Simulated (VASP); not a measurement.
A run of VASP 6.6.1 is set up as follows.

INCAR

```
SYSTEM = ZnAu
PREC = Accurate
ENCUT = 520
EDIFF = 1E-6
ISMEAR = 0
SIGMA = 0.1
LREAL = .False.
LASPH = .True.
NELM = 60
ALGO = Fast
ISIF = 2
LWAVE = .False.
LCHARG = .False.
GGA = PE
NBANDS = 18
```

KPOINTS

```
Automatic mesh
0
Gamma
  12 12 12
  0 0 0
```

Contents of POSCAR:

```
ZnAu
1.0
    3.1592418300     -0.0629400000      0.0518625600
   -0.0629400000      3.1616335500     -0.0417606900
    0.0518625600     -0.0417606900      3.2420394000
Zn Au
1 1
Direct
    0.5212615189      0.4693358754      0.4703431840
   -0.0212615189      0.0306641246      0.0296568160
```

Potentials or basis: VASP PAW PBE potentials, release 64 (Zn, Au).

Launch:

```sh
$ cat potpaw_PBE.64/Zn/POTCAR potpaw_PBE.64/Au/POTCAR > POTCAR
$ mpirun -np 1 vasp_std > vasp.out
```

Q: Estimate the pressure.

A: 5.3 GPa.

Q: What does it give for the largest force?

A: 1.409 eV/Å.

Q: Predict the band gap on the k mesh.

A: Zero (an odd number of electrons rules out a gap without spin polarisation).

Stress tensor (GPa, compression positive):
```
 6.17 -1.47 -3.81
-1.47  5.26  4.40
-3.81  4.40  4.48
```

Caveat: the cell differs from its parent crystal (atoms moved at random and the cell strained at random); the cell stands under pressure; spin-orbit coupling is left out, which moves the levels of the heavy elements; forces of over 1 eV/Å act on the atoms, so gaps and moduli don't describe the material at rest.
